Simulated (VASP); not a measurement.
# BP (I-4m2) in VASP: notebook, part 2 of 2

VASP 6.6.1. Earlier steps stand in the parts before.

## 5. Single point, r2SCAN (epitaxial xy strain -3.0%)

The input, POSCAR:

```
BP
1.0
    0.0000000000      2.2002661989      2.2961117116
    2.2002661989      0.0000000000      2.2961117116
    2.2002661989      2.2002661989      0.0000000000
B P
1 1
Direct
    0.0000000000      0.0000000000      0.0000000000
    0.2500000000      0.2500000000      0.2500000000
```

The input, INCAR.step1:

```
PREC     = Accurate       # precision mode
ENCUT    = 520            # plane-wave cutoff, eV
ISMEAR   = 0              # smearing method
SIGMA    = 0.01           # smearing width, eV
LREAL    = False          # projectors in reciprocal space
LASPH    = True           # aspherical terms in the spheres
NELM     = 100            # most SCF steps
NBANDS   = 11             # bands
GGA      = PE             # functional
ALGO     = Normal         # electronic algorithm
EDIFF    = 1E-4           # SCF threshold, eV
LWAVE    = True           # write WAVECAR
LCHARG   = False          # write CHGCAR
```

The input, INCAR.step2:

```
PREC     = Accurate       # precision mode
ENCUT    = 520            # plane-wave cutoff, eV
EDIFF    = 1E-7           # SCF threshold, eV
ISMEAR   = 0              # smearing method
SIGMA    = 0.01           # smearing width, eV
LREAL    = False          # projectors in reciprocal space
LASPH    = True           # aspherical terms in the spheres
NELM     = 100            # most SCF steps
ALGO     = Normal         # electronic algorithm
ISIF     = 2              # what is computed and relaxed
LWAVE    = False          # write WAVECAR
LCHARG   = False          # write CHGCAR
METAGGA  = R2SCAN         # meta-GGA
LMIXTAU  = True         
NBANDS   = 11             # bands
ISTART   = 1
```

The input, KPOINTS:

```
Automatic mesh
0
Gamma
  10 10 10
```

Potentials or basis: VASP PAW PBE potentials, release 64 (B, P).

The run is started by

```sh
$ cat potpaw_PBE.64/B/POTCAR potpaw_PBE.64/P/POTCAR > POTCAR
$ cp INCAR.step1 INCAR
$ mpirun -np 1 vasp_std > vasp.out
$ cp INCAR.step2 INCAR
$ mpirun -np 1 vasp_std > vasp.out
```

OUTCAR:

```text
PREC = Accurate
   ENCUT = 520
   EDIFF = 1E-7
   ISMEAR = 0
   LREAL = False
   LASPH = True
   NELM = 100
   ISIF = 2
   METAGGA = R2SCAN
   ISTART = 1

 ion  position               nearest neighbor table
   1  0.000  0.000  0.000-   2 1.93   2 1.93   2 1.93   2 1.93
   2  0.250  0.250  0.250-   1 1.93   1 1.93   1 1.93   1 1.93

  LATTYP: Found a body centered tetragonal cell.
 ALAT       =     3.1116462993
 C/A-ratio  =     1.4758179373

  Lattice vectors:

 A1 = (  -2.2002661989,   0.0000000000,   2.2961117116)
 A2 = (   2.2002661989,   0.0000000000,   2.2961117116)
[... 513 lines left out ...]
      7      18.4688      0.00000
      8      18.5319      0.00000
      9      23.2774      0.00000
     10      24.5182      0.00000
     11      26.5964      0.00000

 [... further k-points ...]
[... 5 lines left out ...]
  --------------------------------------------------------------------------------------
  -------------------------------------------------------------------------------------
  Total        1.8009594      1.8009594     -0.0882714      0.0000000      0.0000000      0.0000000
  in kB      129.7899452    129.7899452     -6.3614631      0.0000000      0.0000000      0.0000000
  external PRESSURE =      84.4061424 kB  Pullay stress =       0.0000000 kB

 VOLUME and BASIS-vectors are now :
 -----------------------------------------------------------------------------
  energy-cutoff  :      520.00
  volume of cell :       22.23
      direct lattice vectors                 reciprocal lattice vectors
     0.000000000  2.200266199  2.296111712    -0.227245231  0.227245231  0.217759440
     2.200266199  0.000000000  2.296111712     0.227245231 -0.227245231  0.217759440
     2.200266199  2.200266199  0.000000000     0.227245231  0.227245231 -0.217759440

 POSITION                                       TOTAL-FORCE (eV/Angst)
 -----------------------------------------------------------------------------------
      0.00000      0.00000      0.00000         0.000000      0.000000     -0.000000
      1.10013      1.10013      1.14806        -0.000000     -0.000000      0.000000
 -----------------------------------------------------------------------------------
    total drift:                               -0.000000     -0.000000      0.000000

  FREE ENERGIE OF THE ION-ELECTRON SYSTEM (eV)
  ---------------------------------------------------
  free  energy   TOTEN  =       -17.2578630961 eV

  energy  without entropy=      -17.2578630961  energy(sigma->0) =      -17.25786310
```

OUTCAR.step1:

```text
PREC = Accurate
   ENCUT = 520
   ISMEAR = 0
   LREAL = False
   LASPH = True
[... 558 lines left out ...]
      0.00000      0.00000      0.00000         0.000000      0.000000      0.000000
      1.10013      1.10013      1.14806        -0.000000     -0.000000      0.000000
 -----------------------------------------------------------------------------------
    total drift:                               -0.000000     -0.000000      0.000000

  FREE ENERGIE OF THE ION-ELECTRON SYSTEM (eV)
  ---------------------------------------------------
  free  energy   TOTEN  =       -12.8686471158 eV

  energy  without entropy=      -12.8686471158  energy(sigma->0) =      -12.86864712
```

Wall time 46 s (1 thread of Intel Xeon Platinum 8488C (Sapphire Rapids), shared host); peak memory 0.14 GiB.

What came out:

```
Free energy            : -17.2579 eV
Pressure               : 8.4 GPa
Band gap on the k mesh : 1.03 eV, indirect (least direct gap 3.49 eV)
```

Stress tensor (GPa, compression positive):
```
12.98  0.00  0.00
 0.00 12.98  0.00
 0.00  0.00 -0.64
```

Caveat: the cell differs from its parent crystal (epitaxial xy strain -3.0%); the PAW data sets were made with another functional, which shifts forces and pressure a little. A k mesh can miss the band edges.

## 6. Single point, r2SCAN (epitaxial xy strain -2.0%)

The input, POSCAR:

```
BP
1.0
    0.0000000000      2.2229493555      2.2868380549
    2.2229493555      0.0000000000      2.2868380549
    2.2229493555      2.2229493555      0.0000000000
B P
1 1
Direct
    0.0000000000      0.0000000000      0.0000000000
    0.2500000000      0.2500000000      0.2500000000
```

The input, INCAR.step1:

```
SYSTEM = BP
  ALGO = Normal
  EDIFF = 1E-4
  ENCUT = 520
  GGA = PE
  ISMEAR = 0
  LASPH = .TRUE.
  LCHARG = .FALSE.
  LREAL = .FALSE.
  LWAVE = .TRUE.
  NBANDS = 11
  NELM = 80
  PREC = Accurate
  SIGMA = 0.01
```

The input, INCAR.step2:

```
SYSTEM = BP
  ALGO = Normal
  EDIFF = 1E-6
  ENCUT = 520
  ISIF = 2
  ISMEAR = 0
  ISTART = 1
  LASPH = .TRUE.
  LCHARG = .FALSE.
  LMIXTAU = .TRUE.
  LREAL = .FALSE.
  LWAVE = .FALSE.
  METAGGA = R2SCAN
  NBANDS = 11
  NELM = 80
  PREC = Accurate
  SIGMA = 0.01
```

The input, KPOINTS:

```
k-points
0
G
  10 10 10
  0 0 0
```

Potentials or basis: VASP PAW PBE potentials, release 64 (B, P).

The run is started by

```sh
$ cat potpaw_PBE.64/B/POTCAR potpaw_PBE.64/P/POTCAR > POTCAR
$ cp INCAR.step1 INCAR
$ mpirun -np 1 vasp_std > vasp.out
$ cp INCAR.step2 INCAR
$ mpirun -np 1 vasp_std > vasp.out
```

Wall time 37 s (1 thread of Intel Xeon Platinum 8488C (Sapphire Rapids), shared host); peak memory 0.15 GiB.

The run converged. Its results:

| Property | Result |
| --- | --- |
| Free energy | -17.2887 eV |
| Pressure | 5.2 GPa |
| Band gap on the k mesh | 1.17 eV, indirect (least direct gap 3.54 eV) |

Stress tensor (GPa, compression positive):
```
 8.16  0.00  0.00
 0.00  8.16  0.00
 0.00  0.00 -0.59
```

Levels at points of the mesh, in eV from the valence-band top:
| k point | band 1 | band 2 | band 3 | band 4 | band 5 | band 6 | band 7 | band 8 | band 9 |
| --- | --- | --- | --- | --- | --- | --- | --- | --- | --- |
| (0.00, 0.00, 0.00) | -16.67 | -0.31 | 0.00 | 0.00 | 3.54 | 3.54 | 3.71 | 8.43 | 12.21 |
| (0.50, 0.00, 0.00) | -13.05 | -9.85 | -2.21 | -1.81 | 4.07 | 4.97 | 5.10 | 10.95 | 15.41 |
| (0.50, 0.50, 0.00) | -11.53 | -9.59 | -4.36 | -4.36 | 1.59 | 2.07 | 13.30 | 13.30 | 16.49 |
| (0.50, 0.00, 0.50) | -11.23 | -9.32 | -4.71 | -4.64 | 1.26 | 1.64 | 12.90 | 13.59 | 16.62 |

Caveat: the cell differs from its parent crystal (epitaxial xy strain -2.0%); the PAW data sets were made with another functional, which shifts forces and pressure a little.

## 7. The runs side by side

```tsv
level	cell	smearing	gap on the mesh (eV)	pressure (GPa)
PBE	a = 3.217, b = 3.217, c = 3.240 Å, angles 59.8, 59.8, 60.5°, 2 atoms	fermi-dirac 0.02 eV	1.05	-1.5
PBE	a = 3.227, b = 3.227, c = 3.272 Å, angles 59.5, 59.5, 60.9°, 2 atoms	fermi-dirac 0.02 eV	0.87	-3.9
r2SCAN	a = 3.171, b = 3.171, c = 3.080 Å, angles 61.0, 61.0, 58.1°, 2 atoms	gaussian 0.01 eV	0.89	11.9
r2SCAN	a = 3.180, b = 3.180, c = 3.112 Å, angles 60.7, 60.7, 58.6°, 2 atoms	gaussian 0.01 eV	1.03	8.4
r2SCAN	a = 3.189, b = 3.189, c = 3.144 Å, angles 60.5, 60.5, 59.1°, 2 atoms	gaussian 0.01 eV	1.17	5.2
```

Alike in all rows: task single point; potentials or basis VASP PAW PBE potentials, release 64 (B, P); no spin polarisation; k mesh 10 × 10 × 10; cutoff (eV) 520.

Caveats: the PAW data sets were made with another functional, which shifts forces and pressure a little (some runs).

Absolute energies hang on the potentials; compare differences alone.
